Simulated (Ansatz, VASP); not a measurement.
**One calculation of Te3Rh, two programs**

File INCAR:

```
SYSTEM = Te3Rh
ALGO = Normal ; EDIFF = 1E-7
EDIFFG = -0.04 ; ENCUT = 600
GGA = PE ; IBRION = 2
ISIF = 3 ; ISMEAR = 0
LASPH = .TRUE. ; LCHARG = .FALSE.
LREAL = .FALSE. ; LWAVE = .FALSE.
NELM = 80 ; NSW = 90
PREC = Accurate ; SIGMA = 0.1
```

File KPOINTS:

```
k-points
0
G
  4 4 4
  0 0 0
```

File POSCAR:

```
Te3Rh
1.0
    4.7767427153      0.0000000000      0.0000000000
    0.0000000000      4.7767427153      0.0000000000
    0.0000000000      0.0000000000      4.7767427153
Te Rh
3 1
Direct
    0.0000000000      0.5000000000      0.5000000000
    0.5000000000      0.0000000000      0.5000000000
    0.5000000000      0.5000000000      0.0000000000
    0.0000000000      0.0000000000      0.0000000000
```

Input for Ansatz:

```yaml
crystal:
  lattice:
    - [4.7767427153, 0.0, 0.0]
    - [0.0, 4.7767427153, 0.0]
    - [0.0, 0.0, 4.7767427153]
  atoms:
    - { symbol: Te, position: [0.0, 0.5, 0.5] }
    - { symbol: Te, position: [0.5, 0.0, 0.5] }
    - { symbol: Te, position: [0.5, 0.5, 0.0] }
    - { symbol: Rh, position: [0.0, 0.0, 0.0] }
basis:
  ecutwfc: 420
kpoints:
  mp_grid: { grid: [4, 4, 4] }
hamiltonian:
  xc: pbe
scf:
  occupations: { method: gaussian, width: 0.1 }
  lower_state_search: "off"
output:
  forces: true
  stress: true
  eigenvalues: true
relax:
  adjacent_minimum: "off"
  f_tol: 0.04
  max_steps: 70
  cell: { stress_tol: 0.4 }
```

Alike in both runs: task relaxation of cell and atoms; functional PBE; k mesh 4 × 4 × 4; occupations gaussian, width 0.1 eV; no spin polarisation.

|  | VASP | Ansatz |
| --- | --- | --- |
| version | VASP 6.6.1 | Ansatz 0.2.0 |
| potentials or method | VASP PAW PBE potentials, release 64 (Te, Rh_pv), cutoff 600 eV | scalar-relativistic, plane waves, PAW |
| valence electrons in the cell | 33 | 65 |

|  | VASP | Ansatz | Ansatz less VASP |
| --- | --- | --- | --- |
| gap on the k mesh at the Fermi level, each at its own relaxed structure (eV) | none | none | - |
| relaxed volume (Å³/atom) | 24.10 | 24.15 | +0.047 |
| relaxed cell length with the largest relative difference (Å) | 4.585 | 4.588 | +0.0030 |

A gap of «none» marks a metal or a gap that the smearing closes. VASP's potentials hold 33 valence electrons a cell and Ansatz's 65, so a difference there can come from the potentials and not from the codes.

Neither program's run includes spin-orbit coupling.
